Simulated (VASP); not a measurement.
Runs of VASP 6.6.1 on MoS2. The structure is that of space group P-3m1 (No. 164), or close to it. The cells are those of the table. 

```tsv
cell	gap on the mesh (eV)	pressure (GPa)	largest force (eV/Å)
a = 3.332, b = 3.332, c = 6.516 Å, angles 90.0, 90.0, 120.0°, 3 atoms	none	-13.0	1.29
a = 3.200, b = 3.200, c = 6.259 Å, angles 90.0, 90.0, 120.0°, 3 atoms	none	0.1	0.44
a = 3.227, b = 3.227, c = 6.312 Å, angles 90.0, 90.0, 120.0°, 3 atoms	none	-3.3	0.02
a = 3.173, b = 3.173, c = 6.205 Å, angles 90.0, 90.0, 120.0°, 3 atoms	none	(a)	0.89
a = 3.280, b = 3.280, c = 6.416 Å, angles 90.0, 90.0, 120.0°, 3 atoms	none	(b)	0.70
```

Alike in all rows: task single point; level PBEsol; potentials or basis VASP PAW PBE potentials, release 64 (Mo_sv, S); no spin polarisation; k mesh 10 × 10 × 5; cutoff (eV) 520; smearing fermi-dirac 0.1 eV.

Question: Estimate the missing entries.

Answer: (a) 4.0; (b) -8.8.

Caveats: the PAW data sets were made with another functional, which shifts forces and pressure a little; this functional lacks dispersion, which binds the layers, so the pressure and a relaxed spacing across them are unreliable; the cell stands under tension (at least some runs); the cell stands under pressure (at least some runs).

A k mesh can miss the band edges, and the runs leave out spin-orbit coupling on Mo.

A gap of «none» marks levels without a gap at the run's occupations.
